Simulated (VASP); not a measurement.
Write the native input for VASP 6.6.1 that does the following.

```yaml
Task: single point
Functional: PBE
Potentials_or_basis: VASP PAW PBE potentials, release 64 (Zn, Se)
Cutoff: 520 eV
k_mesh: 8 × 8 × 8
Occupations: gaussian, width 0.02 eV
Spin: no spin polarisation
Dipole_correction: no
Further_INCAR_settings: ALGO = Normal; EDIFF = 1e-06; NBANDS = 16
```

The structure of ZnSe lies in POSCAR:

```
ZnSe
1.0
    0.0000000000      2.8694492040      2.8694492040
    2.8694492040      0.0000000000      2.8694492040
    2.8694492040      2.8694492040      0.0000000000
Zn Se
1 1
Direct
    0.0000000000      0.0000000000      0.0000000000
    0.7500000000      0.7500000000      0.7500000000
```

This cell differs from its parent crystal: strained.

The input as run:

INCAR

```
PREC = Accurate
ENCUT = 520
EDIFF = 1E-6
ISMEAR = 0
SIGMA = 0.02
LREAL = F
LASPH = T
NELM = 100
ALGO = Normal
ISIF = 2
LWAVE = F
LCHARG = T
GGA = PE
LELF = T
LVHAR = T
NBANDS = 16
```

KPOINTS

```
regular mesh
0
Gamma
  8 8 8
```

Potentials or basis: VASP PAW PBE potentials, release 64 (Zn, Se).

Launch:

```sh
$ cat potpaw_PBE.64/Zn/POTCAR potpaw_PBE.64/Se/POTCAR > POTCAR
$ mpirun -np 1 vasp_std > vasp.out
```

It gave:

| Property | Result |
| --- | --- |
| Pressure | 0.0 GPa |
| Band gap on the k mesh | 1.14 eV, direct |

Caveat: the cell differs from its parent crystal (strained).

Run time: 21 s on 1 thread of Intel(R) Xeon(R) Platinum 8488C (Sapphire Rapids) (shared host), peak memory 0.17 GiB.
